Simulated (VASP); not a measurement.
# Y2Si2F (P6/mmm) in VASP: a series of runs, part 2 of 2

VASP 6.6.1.

## Step 4: Relaxation of cell and atoms, PBE

File INCAR:

```
ALGO = Normal ; EDIFF = 1E-6
EDIFFG = -0.04 ; ENCUT = 600
GGA = PE ; IBRION = 2
ISIF = 3 ; ISMEAR = 0
LASPH = T ; LCHARG = F
LREAL = F ; LWAVE = F
NELM = 60 ; NSW = 90
PREC = Accurate ; SIGMA = 0.1
```

File KPOINTS:

```
k-points
0
Gamma
  6 6 2
```

File POSCAR:

```
Y2Si2F
1.0
    3.7796459200      0.0000000000      0.0000000000
   -1.8898229600      3.2732693900      0.0000000000
    0.0000000000      0.0000000000      7.9654760900
Y Si F
2 2 1
Direct
    0.0000000000      0.0000000000      0.7693205500
    0.0000000000      0.0000000000      0.2306794500
    0.3333333300      0.6666666700      0.5000000000
    0.6666666700      0.3333333300      0.5000000000
    0.0000000000      0.0000000000      0.0000000000
```

Started as:

```sh
$ cat potpaw_PBE.64/Y_sv/POTCAR potpaw_PBE.64/Si/POTCAR potpaw_PBE.64/F/POTCAR > POTCAR
$ mpirun -np 1 vasp_std > vasp.out
```

Wall time 6.5 min (1 thread of Intel Xeon Platinum 8488C (Sapphire Rapids), shared host); peak memory 0.27 GiB.

Results (log left out):

```yaml
Free_energy: -32.2996 eV
Relaxed_volume: 23.56 Å³/atom
Relaxed_cell: a = 4.131 Å, b = 4.131 Å, c = 7.971 Å, α = 90.00°, β = 90.00°, γ = 120.00°
Space_group_after_relaxing_to_0.1_Å: P6/mmm (No. 191)
Energy_gained_by_relaxing: 593.4 meV/atom
Ionic_steps: 13
Pressure_after_relaxing: 0.2 GPa
Largest_force_after_relaxing: 0.006 eV/Å
Band_gap_on_the_k_mesh: zero (an odd number of electrons rules out a gap without spin polarisation)
```

Forces in eV/Å, atoms in the order of the input:
```
Y    0.000  0.000  0.006
Y    0.000  0.000 -0.006
Si   0.000  0.000  0.000
Si   0.000  0.000  0.000
F    0.000  0.000  0.000
```

Stress tensor (GPa, compression positive):
```
0.11 0.00 0.00
0.00 0.11 0.00
0.00 0.00 0.25
```

Step by step:
| step | energy change (eV) | largest force (eV/Å) | pressure (GPa) | volume (Å³) |
| --- | --- | --- | --- | --- |
| 1 | 0.0000 | 8.1585 | 21.99 | 98.55 |
| 2 | -0.5197 | 0.0858 | -8.24 | 141.25 |
| 3 | -2.2201 | 0.3669 | -1.24 | 115.77 |
| 4 | -2.2548 | 0.5283 | -0.25 | 114.19 |
| 5 | -2.2702 | 0.8369 | 1.39 | 111.91 |
| 6 | -2.6364 | 1.3211 | -0.13 | 115.70 |
| 7 | -2.7961 | 1.3678 | -1.38 | 122.81 |
| 8 | -2.8320 | 1.4615 | -1.38 | 120.76 |
| 9 | -2.9341 | 0.2954 | -0.13 | 119.96 |
| 10 | -2.9464 | 0.1150 | -0.58 | 120.16 |
| 11 | -2.9665 | 0.0095 | -0.25 | 118.61 |
| 12 | -2.9669 | 0.0041 | -0.20 | 118.38 |
| 13 | -2.9670 | 0.0056 | 0.16 | 117.81 |

Final structure:
```cif
data_structure
_symmetry_space_group_name_H-M 'P 1'
_symmetry_Int_Tables_number 1
_cell_length_a 4.1311
_cell_length_b 4.1311
_cell_length_c 7.9712
_cell_angle_alpha 90.000
_cell_angle_beta 90.000
_cell_angle_gamma 120.000
_cell_volume 117.81
loop_
_atom_site_label
_atom_site_type_symbol
_atom_site_fract_x
_atom_site_fract_y
_atom_site_fract_z
_atom_site_occupancy
Y1 Y 0.00000 0.00000 0.72390 1
Y2 Y 0.00000 0.00000 0.27610 1
Si1 Si 0.33333 0.66667 0.50000 1
Si2 Si 0.66667 0.33333 0.50000 1
F1 F 0.00000 0.00000 0.00000 1
```

Levels at points of the mesh, in eV from the Fermi level:
```tsv
k point	band 16	band 17	band 18	band 19	band 20	band 21
(0.00, 0.00, 0.00)	-3.17	-1.65	-0.93	-0.64	-0.64	0.93
(0.50, 0.00, 0.00)	-2.49	-2.42	-1.79	1.08	1.43	1.67
(0.00, 0.00, 0.50)	-3.16	-1.14	-0.93	-0.74	-0.74	0.86
(0.50, 0.00, 0.50)	-2.49	-2.48	-1.60	1.23	1.54	1.95
```

Caveat: the k points lie up to 0.39 Å⁻¹ apart in the final cell, too coarse for converged energies and pressures of a metal; the volume moved by over 15 % at a fixed basis, so the end points are rough; an odd number of electrons without spin polarisation forces a metal; a magnetic or distorted state may lie lower.

## Step 5: Single point, PBE, collinear spin

File INCAR:

```
PREC = Accurate
ENCUT = 520
EDIFF = 1E-6
ISMEAR = 0
SIGMA = 0.1
LREAL = False
LASPH = True
NELM = 150
ALGO = Normal
ISIF = 2
LWAVE = False
LCHARG = False
ISPIN = 2
MAGMOM = 0 0 0 0 1
LORBIT = 11
LMAXMIX = 4
GGA = PE
NBANDS = 30
```

File KPOINTS:

```
Automatic mesh
0
Gamma
  6 6 2
```

POSCAR is that of step 4.

Started as:

```sh
$ cat potpaw_PBE.64/Y_sv/POTCAR potpaw_PBE.64/Si/POTCAR potpaw_PBE.64/F/POTCAR > POTCAR
$ mpirun -np 1 vasp_std > vasp.out
```

Wall time 1.8 min (1 thread of Intel Xeon Platinum 8488C (Sapphire Rapids), shared host); peak memory 0.29 GiB.

Results (log left out):

- Free energy: -29.3285 eV
- Pressure: 22.0 GPa
- Largest force: 8.162 eV/Å
- Net moment: 0.00 μB per cell
- Valence electrons inside the program's atomic spheres: Y 10.15; Si 1.78; F 6.25

Forces in eV/Å, atoms in the order of the input:
```
Y    0.000  0.000 -8.162
Y    0.000  0.000  8.162
Si   0.000  0.000  0.000
Si   0.000  0.000  0.000
F    0.000  0.000  0.000
```

Stress tensor (GPa, compression positive):
```
12.02  0.00  0.00
 0.00 12.02  0.00
 0.00  0.00 42.04
```

Levels at points of the mesh, in eV from the Fermi level:
Spin up:
| k point | band 16 | band 17 | band 18 | band 19 | band 20 | band 21 |
| --- | --- | --- | --- | --- | --- | --- |
| (0.00, 0.00, 0.00) | -3.10 | -3.10 | 0.03 | 0.03 | 0.48 | 0.87 |
| (0.50, 0.00, 0.00) | -3.64 | -2.81 | -2.11 | 0.17 | 0.96 | 1.53 |
| (0.00, 0.00, 0.50) | -3.09 | -2.28 | -1.52 | -0.20 | -0.20 | 0.84 |
| (0.50, 0.00, 0.50) | -3.54 | -2.98 | -1.77 | 0.82 | 1.11 | 1.57 |
Spin down:
```
           k point  band 14  band 15  band 16  band 17  band 18  band 19  band 20  band 21  band 22  band 23
(0.00, 0.00, 0.00)    -5.74    -3.36    -3.10    -3.10     0.03     0.03     0.48     0.87     1.01     1.01
(0.50, 0.00, 0.00)    -8.99    -4.57    -3.64    -2.81    -2.11     0.17     0.96     1.53     1.76     2.62
(0.00, 0.00, 0.50)    -5.92    -3.09    -3.09    -2.28    -1.52    -0.20    -0.20     0.84     0.84     0.87
(0.50, 0.00, 0.50)    -8.43    -4.63    -3.54    -2.98    -1.77     0.82     1.11     1.57     1.72     2.14
```

Caveat: the k points lie up to 0.39 Å⁻¹ apart; forces of over 1 eV/Å act on the atoms, so gaps and moduli don't describe the material at rest.

## Step 6: Overview

```csv
task,spin,cell,cutoff (eV),gap on the mesh (eV),pressure (GPa),largest force (eV/Å)
single point,off,"a = 3.780, b = 3.780, c = 7.965 Å, angles 90.0, 90.0, 120.0°, 5 atoms, atomic positions A",520,none,22.0,8.16
single point,off,"a = 4.134, b = 4.134, c = 7.979 Å, angles 90.0, 90.0, 120.0°, 5 atoms, atomic positions B",520,none,0.0,0.01
relaxation of cell and atoms,off,"relaxed from a = 3.780, b = 3.780, c = 7.965 Å, angles 90.0, 90.0, 120.0°, 5 atoms, atomic positions A",600,none,0.2,0.01
single point,collinear,"a = 3.780, b = 3.780, c = 7.965 Å, angles 90.0, 90.0, 120.0°, 5 atoms, atomic positions A",520,none,22.0,8.16
```

Alike in all rows: level PBE; potentials or basis VASP PAW PBE potentials, release 64 (Y_sv, Si, F); k mesh 6 × 6 × 2; smearing gaussian 0.1 eV.

Caveats: all runs use coarse meshes; an odd number of electrons without spin polarisation forces a metal (at least some runs); a magnetic or distorted state may lie lower (at least some runs); the volume moved by over 15 % at a fixed basis, so the end points are rough (at least some runs); forces of over 1 eV/Å act on the atoms, so gaps and moduli don't describe the material at rest (at least some runs).

Absolute energies hang on the potentials; compare differences alone.
